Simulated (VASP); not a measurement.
Input of a VASP 6.6.1 run:

File POSCAR:

```
Ti
1.0
    0.0000000000      1.9488000000      1.9488000000
    1.9488000000      0.0000000000      1.9488000000
    1.9488000000      1.9488000000      0.0000000000
Ti
1
Direct
    0.0000000000      0.0000000000      0.0000000000
```

The input INCAR.step1:

```
SYSTEM = Ti
  PREC = Accurate
  ENCUT = 520
  ISMEAR = 0
  SIGMA = 0.15
  LREAL = .False.
  LASPH = .True.
  NELM = 80
  NBANDS = 12
  GGA = PE
  ALGO = Normal
  EDIFF = 1E-4
  LWAVE = .True.
  LCHARG = .False.
```

Contents of INCAR.step2:

```
SYSTEM = Ti
  PREC = Accurate
  ENCUT = 520
  EDIFF = 1E-6
  ISMEAR = 0
  SIGMA = 0.15
  LREAL = .False.
  LASPH = .True.
  NELM = 80
  ALGO = Normal
  ISIF = 2
  LWAVE = .False.
  LCHARG = .False.
  METAGGA = R2SCAN
  LMIXTAU = .True.
  NBANDS = 12
  ISTART = 1
```

The input KPOINTS:

```
regular mesh
0
Gamma
  20 20 20
  0 0 0
```

Potentials or basis: VASP PAW PBE potentials, release 64 (Ti_sv).

Run with:

```bash
$ cat potpaw_PBE.64/Ti_sv/POTCAR > POTCAR
$ cp INCAR.step1 INCAR
$ mpirun -np 1 vasp_std > vasp.out
$ cp INCAR.step2 INCAR
$ mpirun -np 1 vasp_std > vasp.out
```

What does it give for the pressure?

23.5 GPa.

Predict the band gap on the k mesh.

zero (band 6 reaches 11.17 eV, above the bottom of band 7 at 9.59 eV).

Caveat: the cell differs from its parent crystal (strain -0.040 along x and y, -0.040 along z); the PAW data sets were made with another functional, which shifts forces and pressure a little.
